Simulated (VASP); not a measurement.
Input of a VASP 6.6.1 run:

File INCAR:

```
  PREC = Accurate
  ENCUT = 520
  EDIFF = 1E-6
  ISMEAR = 1
  SIGMA = 0.1
  LREAL = F
  LASPH = T
  NELM = 100
  ALGO = Normal
  ISIF = 2
  LWAVE = F
  LCHARG = T
  GGA = PE
  LELF = T
  LVHAR = T
  NBANDS = 28
```

KPOINTS

```
Automatic mesh
0
Gamma
  5 5 5
```

The input POSCAR:

```
NaLa3
1.0
    5.2562870000      0.0000000000      0.0000000000
    0.0000000000      5.2562870000      0.0000000000
    0.0000000000      0.0000000000      5.2562870000
Na La
1 3
Direct
    0.0000000000      0.0000000000      0.0000000000
    0.5000000000      0.0000000000      0.5000000000
    0.0000000000      0.5000000000      0.5000000000
    0.5000000000      0.5000000000      0.0000000000
```

Potentials or basis: VASP PAW PBE potentials, release 64 (Na_pv, La).

Run with:

```sh
$ cat potpaw_PBE.64/Na_pv/POTCAR potpaw_PBE.64/La/POTCAR > POTCAR
$ mpirun -np 1 vasp_std > vasp.out
```

What does it give for the band gap on the k mesh?

Zero (bands 20 and 21 overlap by 1.37 eV).

Predict the pressure.

0.2 GPa.

Caveat: spin-orbit coupling is left out, which moves the levels of the heavy elements.
